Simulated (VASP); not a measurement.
# Zn2CdO3 (P6/mmm) in VASP: notebook, part 2 of 2

VASP 6.6.1.

**5. Relaxation of cell and atoms, PBE**

This run uses another cell than the first one, of 12.82 Å³/atom, 1.059 times its volume.

Input file INCAR:

```
SYSTEM = Zn2CdO3
ALGO = Normal
EDIFF = 1E-6
EDIFFG = -0.04
ENCUT = 600
GGA = PE
IBRION = 2
ISIF = 3
ISMEAR = 0
LASPH = .TRUE.
LCHARG = .FALSE.
LREAL = .FALSE.
LWAVE = .FALSE.
NELM = 60
NSW = 90
PREC = Accurate
SIGMA = 0.1
```

Input file KPOINTS:

```
k-points
0
G
  6 6 6
  0 0 0
```

Input file POSCAR:

```
Zn2CdO3
1.0
    5.3540124100      0.0000000000      0.0000000000
   -2.6770062000      4.6367107600      0.0000000000
    0.0000000000      0.0000000000      3.0988645300
Zn Cd O
2 1 3
Direct
    0.6666666700      0.3333333300      0.0000000000
    0.3333333300      0.6666666700      0.0000000000
    0.0000000000      0.0000000000      0.0000000000
    0.5000000000      0.0000000000      0.5000000000
    0.0000000000      0.5000000000      0.5000000000
    0.5000000000      0.5000000000      0.5000000000
```

Potentials or basis: VASP PAW PBE potentials, release 64 (Zn, Cd, O).

Launch:

```sh
cat potpaw_PBE.64/Zn/POTCAR potpaw_PBE.64/Cd/POTCAR potpaw_PBE.64/O/POTCAR > POTCAR
mpirun -np 1 vasp_std > vasp.out
```

OUTCAR:

```text
SYSTEM = Zn2CdO3
   EDIFF = 1E-6
   EDIFFG = -0.04
   ENCUT = 600
   GGA = PE
   IBRION = 2
   ISIF = 3
   ISMEAR = 0
   LASPH = .TRUE.
   LREAL = .FALSE.
   NELM = 60
   NSW = 90
   PREC = Accurate

 ion  position               nearest neighbor table
   1  0.667  0.333  0.000-   4 2.19   4 2.19   5 2.19   5 2.19   6 2.19   6 2.19   3 3.09   3 3.09
                             3 3.09
   2  0.333  0.667  0.000-   4 2.19   4 2.19   5 2.19   5 2.19   6 2.19   6 2.19   3 3.09   3 3.09
                             3 3.09
   3  0.000  0.000  0.000-   1 3.09   2 3.09   2 3.09   1 3.09   1 3.09   2 3.09
   4  0.500  0.000  0.500-   1 2.19   2 2.19   1 2.19   2 2.19
   5  0.000  0.500  0.500-   1 2.19   2 2.19   1 2.19   2 2.19
   6  0.500  0.500  0.500-   1 2.19   2 2.19   1 2.19   2 2.19

  LATTYP: Found a hexagonal cell.
 ALAT       =     5.3540124100
 C/A-ratio  =     0.5787929300

  Lattice vectors:

 A1 = (   5.3540124100,   0.0000000000,   0.0000000000)
 A2 = (  -2.6770062000,   4.6367107600,   0.0000000000)
 A3 = (   0.0000000000,   0.0000000000,   3.0988645300)

Analysis of symmetry for initial positions (statically):
=====================================================================
 Subroutine PRICEL returns:
 Original cell was already a primitive cell.

 Routine SETGRP: Setting up the symmetry group for a
 hexagonal supercell.

 Subroutine GETGRP returns: Found 24 space group operations
 (whereof 24 operations were pure point group operations)
 out of a pool of 24 trial point group operations.

The static configuration has the point symmetry D_6h.

Analysis of symmetry for dynamics (positions and initial velocities):
=====================================================================
 Subroutine PRICEL returns:
 Original cell was already a primitive cell.

 Routine SETGRP: Setting up the symmetry group for a
 hexagonal supercell.

[... 134 lines left out ...]
  Fermi-wavevector in a.u.,A,eV,Ry     =   1.454930  2.749419 28.801102  2.116821
  Thomas-Fermi vector in A             =   2.572024
   LORBIT       =      0    0 simple, 1 ext, 2 COOP (PROOUT), +10 PAW based schemes
   GGA     = PE    functional components
   LHFCALC =     F    Hartree Fock is set to
   AEXX    =    0.0000 exact exchange contribution
   IVDW    =     0    specifies the selected vdW correction
   LEPSILON=     F    determine dielectric tensor
   LRPA    =     F    only Hartree local field effects (RPA)
 conjugate gradient relaxation of ions
 non-spin polarized calculation
 Gauss-broadening in eV      SIGMA  =   0.10
  energy-cutoff  :      600.00
  volume of cell :       76.93
 maximum number of plane-waves:      2593
 NGX is ok and might be reduce to    48
   NGX = 21   NGY = 21   NGZ = 13

--------------------------------------- Ionic step        1  -------------------------------------------

 number of electron      54.0000004 magnetization

 Free energy of the ion-electron system (eV)
  ---------------------------------------------------
  ext. energy  EPLUGINS =         0.00000000
  ---------------------------------------------------
  free energy    TOTEN  =       -21.10156254 eV

  energy without entropy =      -21.08276780  energy(sigma->0) =      -21.09216517

------------------------ aborting loop because EDIFF is reached ----------------------------------------

  FORCE on cell =-STRESS in cart. coord.  units (eV):
  Direction    XX          YY          ZZ          XY          YZ          ZX
  --------------------------------------------------------------------------------------
  -------------------------------------------------------------------------------------
  Total        0.6208598      0.6208598    -12.3428174      0.0000000     -0.0000000      0.0000000
  in kB       12.9304062     12.9304062   -257.0590610      0.0000000     -0.0000000      0.0000000
  external PRESSURE =     -77.0660829 kB  Pullay stress =       0.0000000 kB
[... 227 lines left out ...]
--------------------------------------- Ionic step        7  -------------------------------------------

 number of electron      54.0000022 magnetization

 Free energy of the ion-electron system (eV)
  ---------------------------------------------------
  ext. energy  EPLUGINS =         0.00000000
  ---------------------------------------------------
  free energy    TOTEN  =       -21.77023386 eV

  energy without entropy =      -21.75291881  energy(sigma->0) =      -21.76157633

 E-fermi :   2.0159     XC(G=0): -11.4434

 val. band max:        1.9539387996   @ k =   0.3333   0.0000   0.1667
 cond. band min:       2.0361036216   @ k =   0.3333   0.3333   0.0000
 fundamental gap:      0.0821648220
 Fermi energy:         2.0159122930

 k-point     1 :       0.0000    0.0000    0.0000
  band No.  band energies     occupation
      1     -16.1310      2.00000
      2     -14.8835      2.00000
      3     -14.8835      2.00000
      4      -7.4684      2.00000
      5      -6.3306      2.00000
      6      -6.3306      2.00000
[... 829 lines left out ...]
     31       7.8059      0.00000
     32       8.1803      0.00000

 [... further k-points ...]
[... 5 lines left out ...]
  --------------------------------------------------------------------------------------
  -------------------------------------------------------------------------------------
  Total        0.0180521      0.0180521      0.0564788      0.0000000     -0.0000000      0.0000000
  in kB        0.3964359      0.3964359      1.2403113      0.0000000     -0.0000000      0.0000000
  external PRESSURE =       0.6777277 kB  Pullay stress =       0.0000000 kB
[... 21 lines left out ...]
  FREE ENERGIE OF THE ION-ELECTRON SYSTEM (eV)
  ---------------------------------------------------
  free  energy   TOTEN  =       -21.7702338632 eV

  energy  without entropy=      -21.7529188054  energy(sigma->0) =      -21.76157633

 reached required accuracy - stopping structural energy minimisation
```

CONTCAR:

```text
Zn2CdO3
   1.00000000000000
     5.5038763764147731    0.0000000001634395    0.0000000000000000
    -2.7519381829258895    4.7664967620099139   -0.0000000000000000
     0.0000000000000000   -0.0000000000000000    2.7809760091315221
  Zn              Cd              O
     2     1     3
Direct
     0.6666666699999979    0.3333333300000021    0.0000000000000000
     0.3333333300000021    0.6666666699999979    0.0000000000000000
     0.0000000000000000    0.0000000000000000    1.0000000000000000
     0.5000000000000000    0.0000000000000000    0.5000000000000000
     0.0000000000000000    0.5000000000000000    0.5000000000000000
     0.5000000000000000    0.5000000000000000    0.5000000000000000

  0.00000000E+00  0.00000000E+00  0.00000000E+00
  0.00000000E+00  0.00000000E+00  0.00000000E+00
  0.00000000E+00  0.00000000E+00  0.00000000E+00
  0.00000000E+00  0.00000000E+00  0.00000000E+00
  0.00000000E+00  0.00000000E+00  0.00000000E+00
  0.00000000E+00  0.00000000E+00  0.00000000E+00
```

Run time: 3.6 min. Hardware: 1 thread of Intel Xeon 6975P-C (Granite Rapids), shared host; peak memory 0.3 GiB.

What came out:

```
Free energy                            : -21.7702 eV
Relaxed volume                         : 12.16 Å³/atom
Relaxed cell                           : a = 5.504 Å, b = 5.504 Å, c = 2.781 Å, α = 90.00°, β = 90.00°, γ = 120.00°
Space group after relaxing (to 0.05 Å) : P6/mmm (No. 191)
Energy gained by relaxing              : 111.4 meV/atom
Ionic steps                            : 7
Pressure after relaxing                : 0.1 GPa
Band gap on the k mesh                 : zero (band 27 reaches 2.20 eV, above the bottom of band 28 at 1.48 eV)
```

Stress tensor (GPa, compression positive):
```
0.04 0.00 0.00
0.00 0.04 0.00
0.00 0.00 0.12
```

Step by step:
```tsv
step	energy change (eV)	largest force (eV/Å)	pressure (GPa)	volume (Å³)
1	0.0000	0.0000	-7.71	76.93
2	-0.6120	0.0000	4.91	69.99
3	-0.6155	0.0000	3.89	70.41
4	-0.6669	0.0000	0.18	72.77
5	-0.6679	0.0000	-0.47	73.21
6	-0.6680	0.0000	-0.39	73.15
7	-0.6687	0.0000	0.07	72.96
```

Final structure:
```yaml
crystal:
  lattice:
    - [5.50388, 0.00000, 0.00000]
    - [-2.75194, 4.76650, 0.00000]
    - [0.00000, 0.00000, 2.78098]
  atoms:
    - { symbol: Zn, position: [0.66667, 0.33333, 0.00000] }
    - { symbol: Zn, position: [0.33333, 0.66667, 0.00000] }
    - { symbol: Cd, position: [0.00000, 0.00000, 0.00000] }
    - { symbol: O, position: [0.50000, 0.00000, 0.50000] }
    - { symbol: O, position: [0.00000, 0.50000, 0.50000] }
    - { symbol: O, position: [0.50000, 0.50000, 0.50000] }
```

**6. Single point, PBE**

Input file INCAR:

```
SYSTEM = Zn2CdO3
  PREC = Accurate
  ENCUT = 520
  EDIFF = 1E-7
  ISMEAR = 0
  SIGMA = 0.1
  LREAL = .FALSE.
  LASPH = .TRUE.
  NELM = 100
  ALGO = Normal
  ISIF = 2
  LWAVE = .FALSE.
  LCHARG = .TRUE.
  GGA = PE
  LELF = .TRUE.
  LVHAR = .TRUE.
  NBANDS = 36
```

Input file KPOINTS:

```
regular mesh
0
G
  12 12 14
  0 0 0
```

Input file POSCAR:

```
Zn2CdO3
1.0
    5.4805033250      0.0000000000      0.0000000000
   -2.7402516625      4.7462551050      0.0000000000
    0.0000000000      0.0000000000      2.7893973575
Zn Cd O
2 1 3
Direct
    0.6666666667      0.3333333333      0.0000000000
    0.3333333333      0.6666666667      0.0000000000
    0.0000000000      0.0000000000      0.0000000000
    0.5000000000      0.0000000000      0.5000000000
    0.0000000000      0.5000000000      0.5000000000
    0.5000000000      0.5000000000      0.5000000000
```

Potentials or basis: VASP PAW PBE potentials, release 64 (Zn, Cd, O).

Launch:

```sh
cat potpaw_PBE.64/Zn/POTCAR potpaw_PBE.64/Cd/POTCAR potpaw_PBE.64/O/POTCAR > POTCAR
mpirun -np 1 vasp_std > vasp.out
```

OUTCAR:

```text
SYSTEM = Zn2CdO3
   PREC = Accurate
   ENCUT = 520
   EDIFF = 1E-7
   ISMEAR = 0
   LREAL = .FALSE.
   LASPH = .TRUE.
   NELM = 100
   ISIF = 2
   GGA = PE

 ion  position               nearest neighbor table
   1  0.667  0.333  0.000-   5 2.11   5 2.11   4 2.11   4 2.11   6 2.11   6 2.11   3 3.16   3 3.16
                             3 3.16
   2  0.333  0.667  0.000-   5 2.11   5 2.11   4 2.11   4 2.11   6 2.11   6 2.11   3 3.16   3 3.16
                             3 3.16
   3  0.000  0.000  0.000-   1 3.16   2 3.16   1 3.16   2 3.16   1 3.16   2 3.16
   4  0.500  0.000  0.500-   1 2.11   2 2.11   1 2.11   2 2.11
   5  0.000  0.500  0.500-   1 2.11   2 2.11   1 2.11   2 2.11
   6  0.500  0.500  0.500-   1 2.11   2 2.11   1 2.11   2 2.11

  LATTYP: Found a hexagonal cell.
 ALAT       =     5.4805033250
 C/A-ratio  =     0.5089673689

  Lattice vectors:

 A1 = (   5.4805033250,   0.0000000000,   0.0000000000)
 A2 = (  -2.7402516625,   4.7462551050,   0.0000000000)
 A3 = (   0.0000000000,   0.0000000000,   2.7893973575)

Analysis of symmetry for initial positions (statically):
=====================================================================
 Subroutine PRICEL returns:
 Original cell was already a primitive cell.

 Routine SETGRP: Setting up the symmetry group for a
 hexagonal supercell.

 Subroutine GETGRP returns: Found 24 space group operations
 (whereof 24 operations were pure point group operations)
 out of a pool of 24 trial point group operations.

The static configuration has the point symmetry D_6h.

Analysis of symmetry for dynamics (positions and initial velocities):
=====================================================================
 Subroutine PRICEL returns:
 Original cell was already a primitive cell.

 Routine SETGRP: Setting up the symmetry group for a
 hexagonal supercell.

 Subroutine GETGRP returns: Found 24 space group operations
 (whereof 24 operations were pure point group operations)
 out of a pool of 24 trial point group operations.

The dynamic configuration has the point symmetry D_6h.

 Subroutine INISYM returns: Found 24 space group operations
 (whereof 24 operations are pure point group operations),
 and found     1 'primitive' translations

----------------------------------------------------------------------------------------

                                     Primitive cell

  volume of cell :      72.5574

  direct lattice vectors                    reciprocal lattice vectors
     5.480503325  0.000000000  0.000000000     0.182464993  0.105346213  0.000000000
    -2.740251662  4.746255105  0.000000000     0.000000000  0.210692425  0.000000000
     0.000000000  0.000000000  2.789397357     0.000000000  0.000000000  0.358500375

  length of vectors
     5.480503325  5.480503325  2.789397357     0.210692425  0.210692425  0.358500375

  position of ions in fractional coordinates (direct lattice)
     0.666666667  0.333333333  0.000000000
     0.333333333  0.666666667  0.000000000
     0.000000000  0.000000000  0.000000000
     0.500000000  0.000000000  0.500000000
     0.000000000  0.500000000  0.500000000
     0.500000000  0.500000000  0.500000000

  ion indices of the primitive-cell ions
   primitive index   ion index
                 1           1
                 2           2
                 3           3
[... 27 lines left out ...]

 Found    152 irreducible k-points:

 Following reciprocal coordinates:
            Coordinates               Weight
  0.000000  0.000000  0.000000      1.000000
  0.083333 -0.000000  0.000000      6.000000
  0.166667  0.000000  0.000000      6.000000
  0.250000  0.000000  0.000000      6.000000
  0.333333  0.000000  0.000000      6.000000
  0.416667  0.000000  0.000000      6.000000
[... 16 lines left out ...]
  0.250000  0.000000  0.071429     12.000000
  0.333333  0.000000  0.071429     12.000000
 [... further k-points ...]
   k-points           NKPTS =    152   k-points in BZ     NKDIM =    152   number of bands    NBANDS=     36
   number of dos      NEDOS =    301   number of ions     NIONS =      6
   total plane-waves  NPLWV =  42336
   dimension x,y,z NGX =    42 NGY =   42 NGZ =   24
   dimension x,y,z NGXF=    84 NGYF=   84 NGZF=   48
   ions per type =               2   1   3
   NGX,Y,Z   is equivalent  to a cutoff of  12.74, 12.74, 14.30 a.u.
   NGXF,Y,Z  is equivalent  to a cutoff of  25.48, 25.48, 28.61 a.u.
 SYSTEM =  Zn2CdO3
   PREC   = accura    normal or accurate (medium, high low for compatibility)
   ISTART =      0    job   : 0-new  1-cont  2-samecut
   ICHARG =      2    charge: 1-file 2-atom 10-const
   ISPIN  =      1    spin polarized calculation?
   LNONCOLLINEAR =      F non collinear calculations
   LSORBIT =      F    spin-orbit coupling
   LASPH  =      T    aspherical Exc in radial PAW
   ENCUT  =  520.0 eV  38.22 Ry    6.18 a.u.  10.19 10.19  5.19*2*pi/ulx,y,z
   NELM   =    100;   NELMIN=  2; NELMDL= -5     # of ELM steps
   EDIFF  = 0.1E-06   stopping-criterion for ELM
   LREAL  =      F    real-space projection
   EDIFFG = 0.1E-05   stopping-criterion for IOM
   NSW    =      0    number of steps for IOM
   IBRION =     -1    ionic relax: 0-MD 1-quasi-New 2-CG
   NFREE  =      0    steps in history (QN), initial steepest desc. (CG)
   ISIF   =      2    stress and relaxation
   ISYM   =      2    0-nonsym 1-usesym 2-fastsym
   POTIM  = 0.5000    time-step for ionic-motion
   TEBEG  =    0.0;   TEEND  =   0.0 temperature during run
   PSTRESS=    0.0 pullay stress
   NELECT =      54.0000    total number of electrons
   NUPDOWN=      -1.0000    fix difference up-down
   EMIN   =  10.00;   EMAX   =-10.00  energy-range for DOS
   EFERMI =   0.00;   METHOD = LEGACY
   ISMEAR =     0;   SIGMA  =   0.10  broadening in eV -4-tet -1-fermi 0-gaus
   EFERMI_NEDOS =   21; number of points for ismear=-14 and -15
   IALGO  =     38    algorithm
   IMIX   =      4    mixing-type and parameters
     AMIX     =   0.40;   BMIX     =  1.00
     AMIX_MAG =   1.60;   BMIX_MAG =  1.00
  volume/ion in A,a.u.               =      12.09        81.61
  Fermi-wavevector in a.u.,A,eV,Ry     =   1.483584  2.803567 29.946712  2.201021
  Thomas-Fermi vector in A             =   2.597227
   LORBIT       =      0    0 simple, 1 ext, 2 COOP (PROOUT), +10 PAW based schemes
   GGA     = PE    functional components
   LHFCALC =     F    Hartree Fock is set to
   AEXX    =    0.0000 exact exchange contribution
   IVDW    =     0    specifies the selected vdW correction
   LEPSILON=     F    determine dielectric tensor
   LRPA    =     F    only Hartree local field effects (RPA)
 non-spin polarized calculation
 Gauss-broadening in eV      SIGMA  =   0.10
  energy-cutoff  :      520.00
  volume of cell :       72.56
 maximum number of plane-waves:      1975
 NGX is ok and might be reduce to    42
   NGX = 21   NGY = 21   NGZ = 11

 number of electron      53.9999972 magnetization

 Free energy of the ion-electron system (eV)
  ---------------------------------------------------
  ext. energy  EPLUGINS =         0.00000000
  ---------------------------------------------------
  free energy    TOTEN  =       -21.74816646 eV

  energy without entropy =      -21.73008034  energy(sigma->0) =      -21.73912340

 E-fermi :   2.0775     XC(G=0): -11.4756

 val. band max:        2.0773297215   @ k =   0.0833  -0.0000   0.3571
 cond. band min:       2.0846080760   @ k =   0.0833  -0.0000   0.0000
 fundamental gap:      0.0072783544
 Fermi energy:         2.0774895556

 k-point     1 :       0.0000    0.0000    0.0000
  band No.  band energies     occupation
      1     -16.0996      2.00000
      2     -14.8224      2.00000
      3     -14.8224      2.00000
      4      -7.4349      2.00000
      5      -6.3144      2.00000
      6      -6.3144      2.00000
[... 925 lines left out ...]
     35      13.9517      0.00000
     36      14.9247      0.00000

 [... further k-points ...]
[... 5 lines left out ...]
  --------------------------------------------------------------------------------------
  -------------------------------------------------------------------------------------
  Total        0.2706060      0.2706060      0.4438717      0.0000000     -0.0000000     -0.0000000
  in kB        5.9753872      5.9753872      9.8013546      0.0000000     -0.0000000     -0.0000000
  external PRESSURE =       7.2507097 kB  Pullay stress =       0.0000000 kB

 VOLUME and BASIS-vectors are now :
 -----------------------------------------------------------------------------
  energy-cutoff  :      520.00
  volume of cell :       72.56
      direct lattice vectors                 reciprocal lattice vectors
     5.480503325  0.000000000  0.000000000     0.182464993  0.105346213  0.000000000
    -2.740251662  4.746255105  0.000000000     0.000000000  0.210692425  0.000000000
     0.000000000  0.000000000  2.789397357     0.000000000  0.000000000  0.358500375

 POSITION                                       TOTAL-FORCE (eV/Angst)
 -----------------------------------------------------------------------------------
      2.74025      1.58209      0.00000         0.000000     -0.000000      0.000000
     -0.00000      3.16417      0.00000        -0.000000      0.000000     -0.000000
      0.00000      0.00000      0.00000         0.000000      0.000000      0.000000
      2.74025      0.00000      1.39470         0.000000      0.000000      0.000000
     -1.37013      2.37313      1.39470         0.000000      0.000000      0.000000
      1.37013      2.37313      1.39470         0.000000      0.000000      0.000000
 -----------------------------------------------------------------------------------
    total drift:                               -0.000000      0.000000      0.000000

  FREE ENERGIE OF THE ION-ELECTRON SYSTEM (eV)
  ---------------------------------------------------
  free  energy   TOTEN  =       -21.7481664611 eV

  energy  without entropy=      -21.7300803365  energy(sigma->0) =      -21.73912340
```

It took 3.3 min on 1 thread of Intel Xeon 6975P-C (Granite Rapids), shared host; peak memory 0.46 GiB.

Results:

* Free energy: -21.7482 eV
* Pressure: 0.7 GPa
* Band gap on the k mesh: zero (band 27 reaches 2.27 eV, above the bottom of band 28 at 1.51 eV)

**7. The runs side by side**

```tsv
task	potentials or basis	cell	k mesh	cutoff (eV)	second run	gap on the mesh (eV)	pressure (GPa)
single point	VASP PAW PBE potentials, release 64 (Zn, Cd, O)	a = 5.492, b = 5.492, c = 2.781 Å, angles 90.0, 90.0, 120.0°, 6 atoms	6 × 6 × 6	520	-	none	0.7
single point	VASP PAW PBE potentials, release 64 (Zn, Cd, O)	a = 5.354, b = 5.354, c = 3.099 Å, angles 90.0, 90.0, 120.0°, 6 atoms	6 × 6 × 6	520	-	none	-7.5
single point	VASP PAW PBE potentials, release 64 (Zn, Cd_sv_GW, O)	a = 5.492, b = 5.492, c = 2.781 Å, angles 90.0, 90.0, 120.0°, 6 atoms	6 × 6 × 6	600	valence_matched	none	0.2
relaxation of cell and atoms	VASP PAW PBE potentials, release 64 (Zn, Cd, O)	relaxed from a = 5.354, b = 5.354, c = 3.099 Å, angles 90.0, 90.0, 120.0°, 6 atoms	6 × 6 × 6	600	-	none	0.1
single point	VASP PAW PBE potentials, release 64 (Zn, Cd, O)	a = 5.481, b = 5.481, c = 2.789 Å, angles 90.0, 90.0, 120.0°, 6 atoms	12 × 12 × 14	520	-	none	0.7
```

Alike in all rows: level PBE; no spin polarisation; smearing gaussian 0.1 eV.

Caveats: some runs use coarse meshes.

Absolute energies hang on the potentials; compare differences alone.
